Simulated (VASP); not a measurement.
**Au: single point with LDA**

Crystal: Au.

```
Au
1.0
    -1.65727    1.65727    1.65727
     1.65727   -1.65727    1.65727
     1.65727    1.65727   -1.65727
Au
1
Direct
  0.00000 0.00000 0.00000
```

This isn't the form of Au at room conditions, which is fcc.

```
Program                : VASP 6.6.1
Task                   : single point
Functional             : LDA
Potentials or basis    : VASP PAW LDA potentials, release 64 (Au)
Cutoff                 : 460 eV
k mesh                 : 34 × 34 × 34
Occupations            : tetrahedron, width 0.1 eV
Spin                   : no spin polarisation
Tolerance level        : tight
Purpose                : density of states
K density              : 13 × 13 × 13
Further INCAR settings : ALGO = Normal; EDIFF = 1e-06; NBANDS = 20
```

```
Valence electrons inside the program's atomic spheres : Au 9.58
Density of states at the Fermi level                  : 0.30 states/eV/atom
```

Levels at points of the mesh, in eV from the Fermi level:
| k point | band 4 | band 5 | band 6 | band 7 | band 8 | band 9 |
| --- | --- | --- | --- | --- | --- | --- |
| (0.00, 0.00, 0.00) | -4.51 | -2.74 | -2.74 | 16.47 | 16.47 | 16.47 |
| (0.50, 0.00, 0.00) | -2.57 | -1.37 | -0.38 | 3.20 | 12.30 | 13.37 |

Wall time 120 s on 1 thread of Intel(R) Xeon(R) Platinum 8559C (Emerald Rapids), with other jobs on the host, peak memory 0.49 GiB.

Caveat: spin-orbit coupling is left out, which moves the levels of the heavy elements.
